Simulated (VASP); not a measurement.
Here is a VASP 6.6.1 calculation.

INCAR

```
SYSTEM = InSb
ALGO = Normal
EDIFF = 1E-6
ENCUT = 520
GGA = PE
ISIF = 2
ISMEAR = 0
IVDW = 12
LASPH = .TRUE.
LCHARG = .TRUE.
LELF = .TRUE.
LREAL = .FALSE.
LVHAR = .TRUE.
LWAVE = .FALSE.
NBANDS = 16
NELM = 80
PREC = Accurate
SIGMA = 0.15
```

Contents of KPOINTS:

```
k-points
0
G
  14 14 14
  0 0 0
```

POSCAR

```
InSb
1.0
    3.8186326301     -0.2009806647     -0.2009806647
   -0.2009806647      3.8186326301     -0.2009806647
   -0.2009806647     -0.2009806647      3.8186326301
In Sb
1 1
Direct
    0.0000000000      0.0000000000      0.0000000000
    0.5000000000      0.5000000000      0.5000000000
```

Potentials or basis: VASP PAW PBE potentials, release 64 (In_d, Sb).

The run is started by

```sh
$ cat potpaw_PBE.64/In_d/POTCAR potpaw_PBE.64/Sb/POTCAR > POTCAR
$ mpirun -np 1 vasp_std > vasp.out
```

(1) What does it give for the pressure?

(2) What does it give for the band gap on the k mesh?

(3) Predict the dispersion energy per atom.

Answers

(1) -1.0 GPa.

(2) zero (bands 9 and 10 overlap by 3.72 eV).

(3) -0.410 eV.

Caveat: spin-orbit coupling is left out, which moves the levels of the heavy elements.
